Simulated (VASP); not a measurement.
Runs of VASP 6.6.1 on KZn (NaTl type). The structure is that of space group Fd-3m (No. 227), or close to it. The cells are those of the table. 

```tsv
task	cell	cutoff (eV)	gap on the mesh (eV)	pressure (GPa)
single point	a = 4.639 Å, angles 60.0°, 4 atoms	520	none	(a)
single point	a = 5.500 Å, angles 60.0°, 4 atoms	520	none	0.0
single point	a = 5.105 Å, angles 60.0°, 4 atoms	520	none	4.6
relaxation of cell and atoms	relaxed from a = 6.161 Å, angles 60.0°, 4 atoms	600	none	0.0
```

Alike in all rows: level PBEsol; potentials or basis VASP PAW PBE potentials, release 64 (K_sv, Zn); no spin polarisation; k mesh 7 × 7 × 7; smearing fermi-dirac 0.05 eV.

**Question.** Fill in the values left out.

**Answer.** (a) 19.3.

Caveats: the PAW data sets were made with another functional, which shifts forces and pressure a little; the cell stands under pressure (at least some runs).

A gap of «none» marks levels without a gap at the run's occupations.
